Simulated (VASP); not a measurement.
Here is a VASP 6.6.1 calculation.

Contents of POSCAR:

```
InSe                                    
1.0
    4.0325940883     -0.0000000000      0.0000000000
   -2.0162970441      3.4923289236      0.0000000000
    0.0000000000     -0.0000000000     16.7578863181
  In              Se            
     4     4
Direct
     0.3333333332999970    0.6666666667000030    0.1666317070947020
     0.6666666667000030    0.3333333332999970    0.6666317070947020
     0.3333333332999970    0.6666666667000030    0.3333682929052980
     0.6666666667000030    0.3333333332999970    0.8333682929052980
     0.3333333332999970    0.6666666667000030    0.5897259163387023
     0.6666666667000030    0.3333333332999970    0.0897259163387023
     0.3333333332999970    0.6666666667000030    0.9102740836612977
     0.6666666667000030    0.3333333332999970    0.4102740836612977
```

Contents of INCAR.step1:

```
SYSTEM = InSe
PREC = Accurate
ENCUT = 520
EDIFF = 1E-5
ISMEAR = 0
SIGMA = 0.03
LREAL = .False.
LASPH = .True.
NELM = 80
ALGO = Normal
ISIF = 2
LWAVE = .True.
LCHARG = .False.
NBANDS = 48
KPAR = 2
GGA = PE
```

Contents of INCAR.step2:

```
SYSTEM = InSe
PREC = Accurate
ENCUT = 520
EDIFF = 1E-6
ISMEAR = 0
SIGMA = 0.03
LREAL = .False.
LASPH = .True.
NELM = 80
ALGO = Normal
ISIF = 2
LWAVE = .False.
LCHARG = .False.
METAGGA = MBJ
NBANDS = 48
KPAR = 2
ISTART = 1
```

The input KPOINTS:

```
Automatic mesh
0
Gamma
  9 9 2
  0 0 0
```

KPOINTS_OPT

```
explicit points
168
Reciprocal
 0.0000000000  0.0000000000  0.0000000000 1
 0.0555555556  0.0000000000  0.0000000000 1
 0.1111111111  0.0000000000  0.0000000000 1
 0.1666666667  0.0000000000  0.0000000000 1
 0.2222222222  0.0000000000  0.0000000000 1
 0.2777777778  0.0000000000  0.0000000000 1
[... 160 lines left out ...]
 0.5000000000  0.0000000000  0.0943072600 1
 0.5000000000  0.0000000000 -0.0943072600 1
```

Potentials or basis: VASP PAW PBE potentials, release 64 (In_d, Se).

The run is started by

```console
$ cat potpaw_PBE.64/In_d/POTCAR potpaw_PBE.64/Se/POTCAR > POTCAR
$ cp INCAR.step1 INCAR
$ mpirun -np 2 vasp_std > vasp.out
$ cp INCAR.step2 INCAR
$ mpirun -np 2 vasp_std > vasp.out
```

(1) Predict the band gap on the k mesh.

(2) What does it give for the band gap along the path?

## Answers

(1) 1.16 eV.

(2) 1.16 eV.

Caveat: spin-orbit coupling is left out, which moves the levels of the heavy elements.
